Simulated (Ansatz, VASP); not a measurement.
## One calculation of AlH2, two programs

```
Al H
1.0
     3.06801    0.00000    0.00000
    -1.53400    2.65697    0.00000
     0.00000    0.00000    3.04200
Al H
1 2
Cartesian
  0.0000 0.0000 1.5210
  0.0000 1.7713 0.7932
  1.5340 0.8857 2.2488
```

Alike in both runs: functional PBE; k mesh 6 × 6 × 6; occupations gaussian, width 0.1 eV; no spin polarisation.

Ansatz relaxed the structure, and its values are those at the end. VASP's run is a single point on that final structure, the one shown.

|  | VASP | Ansatz |
| --- | --- | --- |
| version | VASP 6.6.1 | Ansatz 0.2.0 |
| potentials or method | VASP PAW PBE potentials, release 64 (Al, H), cutoff 520 eV | scalar-relativistic, plane waves, PAW |
| valence electrons in the cell | 5 | 5 |

|  | VASP | Ansatz | Ansatz less VASP |
| --- | --- | --- | --- |
| gap on the k mesh at the Fermi level (eV) | none | none | - |
| pressure (GPa) | -0.2 | 0.0 | +0.18 |
| rms of the force components (eV/Å) | 0.010 | 0.009 | -0.0010 |

A gap of «none» marks a metal or a gap that the smearing closes. With one functional, cell and mesh, what is left measures potentials, basis and numerics.

The k mesh is coarse, so the values compare programs but aren't converged.
